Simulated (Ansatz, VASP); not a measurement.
Two plane-wave programs on Cu

```
Cu
1.0
    -1.51507    1.51507    1.26175
     1.51507   -1.51507    1.26175
     1.51507    1.51507   -1.26175
Cu
1
Direct
  0.00000 0.00000 0.00000
```

Alike in both runs: task single point; functional LDA; k mesh 24 × 24 × 24; occupations gaussian, width 0.15 eV; no spin polarisation.

|  | VASP | Ansatz |
| --- | --- | --- |
| version | VASP 6.6.1 | Ansatz 0.2.0 |
| potentials or method | VASP PAW LDA potentials, release 64 (Cu), cutoff 520 eV | scalar-relativistic, plane waves, PAW |
| valence electrons in the cell | 11 | 19 |

Ansatz gave:

```
gap on the k mesh at the Fermi level (eV)                     : none
pressure (GPa)                                                : -8.2
traceless stress, the component that is largest in VASP (GPa) : 3.77
```

**Question.** Estimate VASP's values.

**Answer.** gap on the k mesh at the Fermi level (eV): none; pressure (GPa): -7.4; traceless stress, the component that is largest in VASP (GPa): 3.82.

Ansatz warns that its potentials were made for another functional, while VASP's fit it. LDA's correlation is that of Perdew and Zunger in VASP and of Perdew and Wang (1992) in Ansatz. A gap of «none» marks a metal or a gap that the smearing closes. VASP's potentials hold 11 valence electrons a cell and Ansatz's 19, so a difference there can come from the potentials and not from the codes.
